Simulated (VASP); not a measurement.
The system is InSb (zincblende type).

```xyz
2
Lattice="0.0000 3.1072 3.1072 3.1072 0.0000 3.1072 3.1072 3.1072 0.0000" Properties=species:S:1:pos:R:3 pbc="T T T"
In    0.0000    0.0000    0.0000
Sb    1.5536    1.5536    1.5536
```

```yaml
Program: VASP 6.6.1
Task: relaxation of cell and atoms
Functional: LDA
Potentials_or_basis: VASP PAW LDA potentials, release 64 (In_d, Sb)
Cutoff: 600 eV
k_mesh: 11 × 11 × 11
Occupations: fermi-dirac, width 0.1 eV
Spin: no spin polarisation
```

At the start: pressure 7.0 GPa; volume 30.00 Å³/atom.

**Question.** How do energy, volume and symmetry change on relaxing?

**Answer.** Over 3 steps the energy falls by 70.5 meV/atom and the volume is 33.62 Å³/atom (+12.1 %); space group F-43m (No. 216, to 0.05 Å).

The path:
```csv
step,energy change (eV),largest force (eV/Å),pressure (GPa),volume (Å³)
1,0.0000,0.0000,6.96,60.00
2,-0.0969,0.0000,-2.77,72.05
3,-0.1409,0.0000,0.00,67.24
```

Final structure:
```
CELL_PARAMETERS angstrom
0.00000 3.22743 3.22743
3.22743 0.00000 3.22743
3.22743 3.22743 0.00000
ATOMIC_POSITIONS crystal
In 0.00000 0.00000 0.00000
Sb 0.25000 0.25000 0.25000
```
